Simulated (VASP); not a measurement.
Write the native input for VASP 6.6.1 that does the following.

- Task: single point
- Functional: PBEsol
- Potentials or basis: VASP PAW PBE potentials, release 64 (Si)
- Cutoff: 520 eV
- k mesh: 8 × 8 × 8
- Occupations: gaussian, width 0.01 eV
- Spin: no spin polarisation
- Dipole correction: no
- Further INCAR settings: ALGO = Normal; EDIFF = 1e-06; NBANDS = 11

The structure of Si lies in POSCAR:

```
Si
1.0
    2.7032255702      2.7032255702      0.0000000000
   -2.7032255702      2.7032255702      0.0000000000
    0.0000000000      2.7032255702      2.7275076603
Si
2
Direct
    0.2500000000      0.7500000000      0.5000000000
    0.0000000000      0.0000000000      0.0000000000
```

This cell differs from its parent crystal: film at in-plane strain -0.005.

One way to write it, as run:

INCAR

```
  ALGO = Normal
  EDIFF = 1E-6
  ENCUT = 520
  GGA = PS
  ISIF = 2
  ISMEAR = 0
  LASPH = True
  LCHARG = True
  LELF = True
  LREAL = False
  LVHAR = True
  LWAVE = False
  NBANDS = 11
  NELM = 80
  PREC = Accurate
  SIGMA = 0.01
```

KPOINTS

```
k-points
0
Gamma
  8 8 8
```

Potentials or basis: VASP PAW PBE potentials, release 64 (Si).

Command:

```sh
$ cat potpaw_PBE.64/Si/POTCAR > POTCAR
$ mpirun -np 1 vasp_std > vasp.out
```

It gave:

```yaml
Pressure: 0.7 GPa
Band_gap_on_the_k_mesh: 0.45 eV, indirect (least direct gap 2.49 eV)
```

Caveat: the cell differs from its parent crystal (film at in-plane strain -0.005); the PAW data sets were made with another functional, which shifts forces and pressure a little.

It took 32 s on 1 thread of Intel Xeon 8259CL, with other jobs on the host, peak memory 0.16 GiB.
